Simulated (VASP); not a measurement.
Si2Ge:

```
CELL_PARAMETERS angstrom
3.89000 0.00000 0.00000
-1.94500 3.36884 0.00000
0.00000 0.00000 9.53000
ATOMIC_POSITIONS crystal
Si 0.00000 0.00000 0.87500
Si 0.00000 0.00000 0.12500
Si 0.33333 0.66667 0.54170
Si 0.66667 0.33333 0.45830
Ge 0.33333 0.66667 0.79170
Ge 0.66667 0.33333 0.20830
```

- Program: VASP 6.6.1
- Task: relaxation of cell and atoms
- Functional: PBE
- Potentials or basis: VASP PAW PBE potentials, release 64 (Si, Ge_d)
- Cutoff: 600 eV
- k mesh: 5 × 5 × 2
- Occupations: gaussian, width 0.2 eV
- Spin: no spin polarisation

At the start: pressure 2.4 GPa; volume 20.81 Å³/atom.

Question: How do energy, volume and symmetry change on relaxing?

Answer: Over 4 steps the energy falls by 8.0 meV/atom and the volume is 21.41 Å³/atom (+2.8 %); space group P-3m1 (No. 164, to 0.05 Å).

The path:
```tsv
step	energy change (eV)	largest force (eV/Å)	pressure (GPa)	volume (Å³)
1	0.0000	0.4795	2.40	124.89
2	-0.0390	0.0592	-1.26	130.60
3	-0.0456	0.1479	-0.31	128.98
4	-0.0480	0.0138	0.01	128.43
```

Final structure:
```yaml
crystal:
  lattice:
    - [3.93217, 0.00000, 0.00000]
    - [-1.96608, 3.40536, 0.00000]
    - [0.00000, 0.00000, 9.59121]
  atoms:
    - { symbol: Si, position: [0.00000, 0.00000, 0.87730] }
    - { symbol: Si, position: [0.00000, 0.00000, 0.12270] }
    - { symbol: Si, position: [0.33333, 0.66667, 0.53923] }
    - { symbol: Si, position: [0.66667, 0.33333, 0.46077] }
    - { symbol: Ge, position: [0.33333, 0.66667, 0.79215] }
    - { symbol: Ge, position: [0.66667, 0.33333, 0.20785] }
```

Caveat: the relaxation stopped at a loose force limit of 0.08 eV/Å, so its end isn't a converged minimum.
